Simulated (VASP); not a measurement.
Pd, 2 atoms in the cell. The typed cell holds 2 atoms: a = 4.623 Å, b = 4.623 Å, c = 2.742 Å, α = 90.00°, β = 90.00°, γ = 145.87°. 

* Program: VASP 6.6.1
* Task: single point
* Functional: revPBE
* Potentials or basis: VASP PAW PBE potentials, release 64 (Pd)
* Cutoff: 520 eV
* k mesh: 13 × 13 × 9
* Occupations: fermi-dirac, width 0.1 eV
* Spin: no spin polarisation
* Dipole correction: no
* Further INCAR settings: ALGO = Normal; EDIFF = 1e-07; NBANDS = 17; ISYM = 0

Potentials or basis: VASP PAW PBE potentials, release 64 (Pd).

Command:

```console
$ cat potpaw_PBE.64/Pd/POTCAR > POTCAR
$ mpirun -np 1 vasp_std > vasp.out
```

Hardware: 1 thread of Oxide Virtual Turin-like Processor, with other jobs on the host.

Task: How long does it take, and how much memory?

Result: Run time: 13 min on 1 thread of Oxide Virtual Turin-like Processor (shared host), peak memory 0.42 GiB. Counts: scf iterations 13, k points 761.
